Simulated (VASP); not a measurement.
# Sn (I4_1/amd) in VASP: a series of runs

Runs on Sn. Level: r2SCAN. Tasks: single point.

All numbers are computed with VASP 6.6.1; they aren't measurements. Logs are shortened: lines on timing, memory, paths and dates and some standing lists are left out, and cuts for length are marked.

### Step 1. The cell of the first run

It takes space group I4_1/amd (No. 141, tetragonal). The conventional cell has a = 5.704 Å, b = 5.704 Å, c = 3.199 Å, α = 90.00°, β = 90.00°, γ = 90.00°. Sn (site symmetry -4m2) has 10 Sn at 2.96 to 3.73 Å within 3.9 Å.

### Step 2. Single point, r2SCAN (strain -0.030 along x and y, +0.000 along z)

Input file POSCAR:

```
Sn
1.0
   -2.8519362416      2.8519362416      1.5993019889
    2.8519362416     -2.8519362416      1.5993019889
    2.8519362416      2.8519362416     -1.5993019889
Sn
2
Direct
    0.7500000000      0.2500000000      0.5000000000
    0.0000000000      0.0000000000      0.0000000000
```

Input file INCAR.step1:

```
ALGO = Normal ; EDIFF = 1E-4
ENCUT = 520 ; GGA = PE
ISMEAR = 0 ; LASPH = True
LCHARG = False ; LREAL = False
LWAVE = True ; NBANDS = 21
NELM = 60 ; PREC = Accurate
SIGMA = 0.15
```

Input file INCAR.step2:

```
ALGO = Normal ; EDIFF = 1E-6
ENCUT = 520 ; ISIF = 2
ISMEAR = 0 ; ISTART = 1
LASPH = True ; LCHARG = False
LMIXTAU = True ; LREAL = False
LWAVE = False ; METAGGA = R2SCAN
NBANDS = 21 ; NELM = 60
PREC = Accurate ; SIGMA = 0.15
```

Input file KPOINTS:

```
k-points
0
Gamma
  16 16 16
```

Potentials or basis: VASP PAW PBE potentials, release 64 (Sn_d).

On the command line:

```
> cat potpaw_PBE.64/Sn_d/POTCAR > POTCAR
> cp INCAR.step1 INCAR
> mpirun -np 1 vasp_std > vasp.out
> cp INCAR.step2 INCAR
> mpirun -np 1 vasp_std > vasp.out
```

OUTCAR:

```text
EDIFF = 1E-6
   ENCUT = 520
   ISIF = 2
   ISMEAR = 0
   ISTART = 1
   LASPH = True
   LREAL = False
   METAGGA = R2SCAN
   NELM = 60
   PREC = Accurate

 ion  position               nearest neighbor table
   1  0.750  0.250  0.500-   2 2.96   2 2.96   2 2.96   2 2.96   2 3.73   2 3.73   2 3.73   2 3.73

   2  0.000  0.000  0.000-   1 2.96   1 2.96   1 2.96   1 2.96   1 3.73   1 3.73   1 3.73   1 3.73

  LATTYP: Found a body centered tetragonal cell.
 ALAT       =     5.7038724832
 C/A-ratio  =     0.5607776098

  Lattice vectors:

 A1 = (  -2.8519362416,   2.8519362416,   1.5993019889)
 A2 = (   2.8519362416,  -2.8519362416,   1.5993019889)
 A3 = (   2.8519362416,   2.8519362416,  -1.5993019889)

Analysis of symmetry for initial positions (statically):
=====================================================================
 Subroutine PRICEL returns:
 Original cell was already a primitive cell.

 Routine SETGRP: Setting up the symmetry group for a
 body centered tetragonal supercell.

 Subroutine GETGRP returns: Found 16 space group operations
 (whereof  8 operations were pure point group operations)
 out of a pool of 16 trial point group operations.

The static configuration has the point symmetry D_2d.
 The point group associated with its full space group is D_4h.

Analysis of symmetry for dynamics (positions and initial velocities):
=====================================================================
 Subroutine PRICEL returns:
 Original cell was already a primitive cell.

 Routine SETGRP: Setting up the symmetry group for a
 body centered tetragonal supercell.

 Subroutine GETGRP returns: Found 16 space group operations
 (whereof  8 operations were pure point group operations)
 out of a pool of 16 trial point group operations.

The dynamic configuration has the point symmetry D_2d.
 The point group associated with its full space group is D_4h.

 Subroutine INISYM returns: Found 16 space group operations
 (whereof  8 operations are pure point group operations),
 and found     1 'primitive' translations

----------------------------------------------------------------------------------------

                                     Primitive cell

  volume of cell :      52.0319

  direct lattice vectors                    reciprocal lattice vectors
[... 82 lines left out ...]
   LNONCOLLINEAR =      F non collinear calculations
   LSORBIT =      F    spin-orbit coupling
   LASPH  =      T    aspherical Exc in radial PAW
   ENCUT  =  520.0 eV  38.22 Ry    6.18 a.u.   8.07  8.07  8.07*2*pi/ulx,y,z
   NELM   =     60;   NELMIN=  2; NELMDL=  0     # of ELM steps
   EDIFF  = 0.1E-05   stopping-criterion for ELM
   LREAL  =      F    real-space projection
   EDIFFG = 0.1E-04   stopping-criterion for IOM
   NSW    =      0    number of steps for IOM
   IBRION =     -1    ionic relax: 0-MD 1-quasi-New 2-CG
   NFREE  =      0    steps in history (QN), initial steepest desc. (CG)
   ISIF   =      2    stress and relaxation
   ISYM   =      2    0-nonsym 1-usesym 2-fastsym
   POTIM  = 0.5000    time-step for ionic-motion
   TEBEG  =    0.0;   TEEND  =   0.0 temperature during run
   PSTRESS=    0.0 pullay stress
   NELECT =      28.0000    total number of electrons
   NUPDOWN=      -1.0000    fix difference up-down
   EMIN   =  10.00;   EMAX   =-10.00  energy-range for DOS
   EFERMI =   0.00;   METHOD = LEGACY
   ISMEAR =     0;   SIGMA  =   0.15  broadening in eV -4-tet -1-fermi 0-gaus
   EFERMI_NEDOS =   21; number of points for ismear=-14 and -15
   IALGO  =     38    algorithm
   IMIX   =      4    mixing-type and parameters
     AMIX     =   0.40;   BMIX     =  1.00
     AMIX_MAG =   1.60;   BMIX_MAG =  1.00
  volume/ion in A,a.u.               =      26.02       175.56
  Fermi-wavevector in a.u.,A,eV,Ry     =   1.331591  2.516342 24.124956  1.773134
  Thomas-Fermi vector in A             =   2.460590
   LORBIT       =      0    0 simple, 1 ext, 2 COOP (PROOUT), +10 PAW based schemes
   METAGGA = R2SCAN    functional components
   LHFCALC =     F    Hartree Fock is set to
   AEXX    =    0.0000 exact exchange contribution
   IVDW    =     0    specifies the selected vdW correction
   LEPSILON=     F    determine dielectric tensor
   LRPA    =     F    only Hartree local field effects (RPA)
 non-spin polarized calculation
 Gauss-broadening in eV      SIGMA  =   0.15
  energy-cutoff  :      520.00
  volume of cell :       52.03
 maximum number of plane-waves:      1422
   NGX = 17   NGY = 17   NGZ = 17

 number of electron      28.0000014 magnetization

 Free energy of the ion-electron system (eV)
  ---------------------------------------------------
  ext. energy  EPLUGINS =         0.00000000
  ---------------------------------------------------
  free energy    TOTEN  =       -49.20477584 eV

  energy without entropy =      -49.19597282  energy(sigma->0) =      -49.20037433

 E-fermi :   8.4895     XC(G=0): -11.3536

 val. band max:        8.4855804475   @ k =   0.5000   0.1250   0.0625
 cond. band min:       8.4966089185   @ k =  -0.1875  -0.2500   0.1875
 fundamental gap:      0.0110284709
 Fermi energy:         8.4894992834

 k-point     1 :       0.0000    0.0000    0.0000
  band No.  band energies     occupation
      1     -13.9946      2.00000
      2     -13.8483      2.00000
      3     -13.8337      2.00000
      4     -13.7853      2.00000
      5     -13.6332      2.00000
      6     -13.6332      2.00000
[... 565 lines left out ...]
     20      19.3876      0.00000
     21      19.4313      0.00000

 [... further k-points ...]

------------------------ aborting loop because EDIFF is reached ----------------------------------------

  FORCE on cell =-STRESS in cart. coord.  units (eV):
  Direction    XX          YY          ZZ          XY          YZ          ZX
  --------------------------------------------------------------------------------------
  -------------------------------------------------------------------------------------
  Total        1.5221431      1.5221431      0.6473430      0.0000000      0.0000000      0.0000000
  in kB       46.8701092     46.8701092     19.9331036      0.0000000      0.0000000      0.0000000
  external PRESSURE =      37.8911074 kB  Pullay stress =       0.0000000 kB

 VOLUME and BASIS-vectors are now :
 -----------------------------------------------------------------------------
  energy-cutoff  :      520.00
  volume of cell :       52.03
      direct lattice vectors                 reciprocal lattice vectors
    -2.851936242  2.851936242  1.599301989     0.000000000  0.175319487  0.312636390
     2.851936242 -2.851936242  1.599301989     0.175319487  0.000000000  0.312636390
     2.851936242  2.851936242 -1.599301989     0.175319487  0.175319487  0.000000000

 POSITION                                       TOTAL-FORCE (eV/Angst)
 -----------------------------------------------------------------------------------
      0.00000      2.85194      0.79965         0.000000     -0.000000     -0.000000
      0.00000      0.00000      0.00000        -0.000000      0.000000      0.000000
 -----------------------------------------------------------------------------------
    total drift:                                0.000000     -0.000000      0.000000

  FREE ENERGIE OF THE ION-ELECTRON SYSTEM (eV)
  ---------------------------------------------------
  free  energy   TOTEN  =       -49.2047758392 eV

  energy  without entropy=      -49.1959728193  energy(sigma->0) =      -49.20037433
```

OSZICAR.step1:

```text
N       E                     dE             d eps       ncg     rms          rms(c)
DAV:   1     0.222314884562E+03    0.22231E+03   -0.14356E+04 14902   0.212E+03
DAV:   2     0.152876165382E+02   -0.20703E+03   -0.20267E+03 14798   0.457E+02
DAV:   3    -0.684904185929E+01   -0.22137E+02   -0.21971E+02 16974   0.134E+02
DAV:   4    -0.753299356393E+01   -0.68395E+00   -0.68354E+00 16835   0.261E+01
DAV:   5    -0.756058312595E+01   -0.27590E-01   -0.27589E-01 20488   0.492E+00    0.260E+00
DAV:   6    -0.754053604858E+01    0.20047E-01   -0.32089E-02 19985   0.260E+00    0.146E+00
DAV:   7    -0.753431602636E+01    0.62200E-02   -0.20126E-02 19850   0.207E+00    0.169E-01
DAV:   8    -0.753421938573E+01    0.96641E-04   -0.24324E-03 18025   0.639E-01    0.341E-02
DAV:   9    -0.753422426748E+01   -0.48818E-05   -0.57798E-05 10702   0.845E-02
   1 F= -.75342243E+01 E0= -.75298048E+01  d E =-.883891E-02
```

Run time: 11 min. Hardware: 1 thread of Intel Xeon Platinum 8259CL at 2.50GHz (Skylake/Cascade Lake), shared host; peak memory 0.41 GiB.

Results:

```yaml
Free_energy: -49.2048 eV
Pressure: 3.8 GPa
Band_gap_on_the_k_mesh: zero (bands 14 and 15 overlap by 5.13 eV)
```

Caveat: the cell differs from its parent crystal (strain -0.030 along x and y, +0.000 along z); the cell stands under pressure; the PAW data sets were made with another functional, which shifts forces and pressure a little; spin-orbit coupling is left out, which moves the levels of the heavy elements.

### Step 3. Single point, r2SCAN (strain -0.015 along x and y, -0.030 along z)

Input file POSCAR:

```
Sn
1.0
   -2.8960383485      2.8960383485      1.5513229292
    2.8960383485     -2.8960383485      1.5513229292
    2.8960383485      2.8960383485     -1.5513229292
Sn
2
Direct
    0.7500000000      0.2500000000      0.5000000000
    0.0000000000      0.0000000000      0.0000000000
```

Input file INCAR.step1:

```
ALGO     = Normal         # electronic algorithm
EDIFF    = 1E-4           # SCF threshold, eV
ENCUT    = 520            # plane-wave cutoff, eV
GGA      = PE             # functional
ISMEAR   = 0              # smearing method
LASPH    = True           # aspherical terms in the spheres
LCHARG   = False          # write CHGCAR
LREAL    = False          # projectors in reciprocal space
LWAVE    = True           # write WAVECAR
NBANDS   = 21             # bands
NELM     = 100            # most SCF steps
PREC     = Accurate       # precision mode
SIGMA    = 0.15           # smearing width, eV
```

Input file INCAR.step2:

```
ALGO     = Normal         # electronic algorithm
EDIFF    = 1E-6           # SCF threshold, eV
ENCUT    = 520            # plane-wave cutoff, eV
ISIF     = 2              # what is computed and relaxed
ISMEAR   = 0              # smearing method
ISTART   = 1            
LASPH    = True           # aspherical terms in the spheres
LCHARG   = True           # write CHGCAR
LELF     = True           # ELF
LMIXTAU  = True         
LREAL    = False          # projectors in reciprocal space
LVHAR    = True         
LWAVE    = False          # write WAVECAR
METAGGA  = R2SCAN         # meta-GGA
NBANDS   = 21             # bands
NELM     = 100            # most SCF steps
PREC     = Accurate       # precision mode
SIGMA    = 0.15           # smearing width, eV
```

KPOINTS is that of step 2.

Potentials or basis: VASP PAW PBE potentials, release 64 (Sn_d).

On the command line:

```
> cat potpaw_PBE.64/Sn_d/POTCAR > POTCAR
> cp INCAR.step1 INCAR
> mpirun -np 1 vasp_std > vasp.out
> cp INCAR.step2 INCAR
> mpirun -np 1 vasp_std > vasp.out
```

OUTCAR:

```text
EDIFF = 1E-6
   ENCUT = 520
   ISIF = 2
   ISMEAR = 0
   ISTART = 1
   LASPH = True
   LREAL = False
   METAGGA = R2SCAN
   NELM = 100
   PREC = Accurate

 ion  position               nearest neighbor table
   1  0.750  0.250  0.500-   2 3.00   2 3.00   2 3.00   2 3.00   2 3.72   2 3.72   2 3.72   2 3.72

   2  0.000  0.000  0.000-   1 3.00   1 3.00   1 3.00   1 3.00   1 3.72   1 3.72   1 3.72   1 3.72

  LATTYP: Found a body centered tetragonal cell.
 ALAT       =     5.7920766970
 C/A-ratio  =     0.5356707138

  Lattice vectors:

 A1 = (  -2.8960383485,   2.8960383485,   1.5513229292)
 A2 = (   2.8960383485,  -2.8960383485,   1.5513229292)
 A3 = (   2.8960383485,   2.8960383485,  -1.5513229292)

Analysis of symmetry for initial positions (statically):
=====================================================================
 Subroutine PRICEL returns:
 Original cell was already a primitive cell.

 Routine SETGRP: Setting up the symmetry group for a
 body centered tetragonal supercell.

 Subroutine GETGRP returns: Found 16 space group operations
[... 164 lines left out ...]
  free energy    TOTEN  =       -49.21701292 eV

  energy without entropy =      -49.20795262  energy(sigma->0) =      -49.21248277

 E-fermi :   8.4530     XC(G=0): -11.3522

 val. band max:        8.4506388745   @ k =   0.1875   0.0625   0.0000
 cond. band min:       8.4629323651   @ k =  -0.1875  -0.1875   0.0625
 fundamental gap:      0.0122934906
 Fermi energy:         8.4530225820

 k-point     1 :       0.0000    0.0000    0.0000
  band No.  band energies     occupation
      1     -13.9727      2.00000
      2     -13.8911      2.00000
      3     -13.8312      2.00000
      4     -13.8208      2.00000
      5     -13.6152      2.00000
      6     -13.6152      2.00000
[... 565 lines left out ...]
     20      19.0703      0.00000
     21      19.6362      0.00000

 [... further k-points ...]

------------------------ aborting loop because EDIFF is reached ----------------------------------------

  FORCE on cell =-STRESS in cart. coord.  units (eV):
  Direction    XX          YY          ZZ          XY          YZ          ZX
  --------------------------------------------------------------------------------------
  -------------------------------------------------------------------------------------
  Total        1.0827075      1.0827075      1.3443402      0.0000000     -0.0000000      0.0000000
  in kB       33.3311957     33.3311957     41.3855703      0.0000000     -0.0000000      0.0000000
  external PRESSURE =      36.0159872 kB  Pullay stress =       0.0000000 kB

 VOLUME and BASIS-vectors are now :
 -----------------------------------------------------------------------------
  energy-cutoff  :      520.00
  volume of cell :       52.04
      direct lattice vectors                 reciprocal lattice vectors
    -2.896038348  2.896038348  1.551322929     0.000000000  0.172649647  0.322305556
     2.896038348 -2.896038348  1.551322929     0.172649647  0.000000000  0.322305556
     2.896038348  2.896038348 -1.551322929     0.172649647  0.172649647  0.000000000

 POSITION                                       TOTAL-FORCE (eV/Angst)
 -----------------------------------------------------------------------------------
     -0.00000      2.89604      0.77566        -0.000000      0.000000      0.000000
      0.00000      0.00000      0.00000         0.000000     -0.000000     -0.000000
 -----------------------------------------------------------------------------------
    total drift:                               -0.000000      0.000000     -0.000000

  FREE ENERGIE OF THE ION-ELECTRON SYSTEM (eV)
  ---------------------------------------------------
  free  energy   TOTEN  =       -49.2170129210 eV

  energy  without entropy=      -49.2079526234  energy(sigma->0) =      -49.21248277
```

OUTCAR.step1:

```text
EDIFF = 1E-4
   ENCUT = 520
   GGA = PE
   ISMEAR = 0
   LASPH = True
[... 801 lines left out ...]
 -----------------------------------------------------------------------------------
     -0.00000      2.89604      0.77566         0.000000     -0.000000     -0.000000
      0.00000      0.00000      0.00000        -0.000000      0.000000      0.000000
 -----------------------------------------------------------------------------------
    total drift:                               -0.000000      0.000000     -0.000000

  FREE ENERGIE OF THE ION-ELECTRON SYSTEM (eV)
  ---------------------------------------------------
  free  energy   TOTEN  =        -7.5480653046 eV

  energy  without entropy=       -7.5382612872  energy(sigma->0) =       -7.54316330
```

OSZICAR.step1:

```text
N       E                     dE             d eps       ncg     rms          rms(c)
DAV:   1     0.223300581676E+03    0.22330E+03   -0.14346E+04 14937   0.211E+03
DAV:   2     0.156018950521E+02   -0.20770E+03   -0.20334E+03 14798   0.459E+02
DAV:   3    -0.684362814472E+01   -0.22446E+02   -0.22246E+02 16845   0.135E+02
DAV:   4    -0.754390497615E+01   -0.70028E+00   -0.69977E+00 16792   0.264E+01
DAV:   5    -0.757203841881E+01   -0.28133E-01   -0.28133E-01 20592   0.498E+00    0.257E+00
DAV:   6    -0.755357638738E+01    0.18462E-01   -0.32634E-02 19931   0.258E+00    0.144E+00
DAV:   7    -0.754817980666E+01    0.53966E-02   -0.18686E-02 19970   0.200E+00    0.173E-01
DAV:   8    -0.754806236597E+01    0.11744E-03   -0.20345E-03 18445   0.598E-01    0.406E-02
DAV:   9    -0.754806530461E+01   -0.29386E-05   -0.47067E-05 10614   0.693E-02
   1 F= -.75480653E+01 E0= -.75431633E+01  d E =-.980402E-02
```

Wall time 20 min (1 thread of Intel Xeon Platinum 8259CL at 2.50GHz (Skylake/Cascade Lake), shared host); peak memory 0.44 GiB.

Results:

```
Free energy            : -49.2170 eV
Pressure               : 3.6 GPa
Band gap on the k mesh : zero (bands 14 and 15 overlap by 4.67 eV)
```

Caveat: the cell differs from its parent crystal (strain -0.015 along x and y, -0.030 along z); the cell stands under pressure; the PAW data sets were made with another functional, which shifts forces and pressure a little; spin-orbit coupling is left out, which moves the levels of the heavy elements.
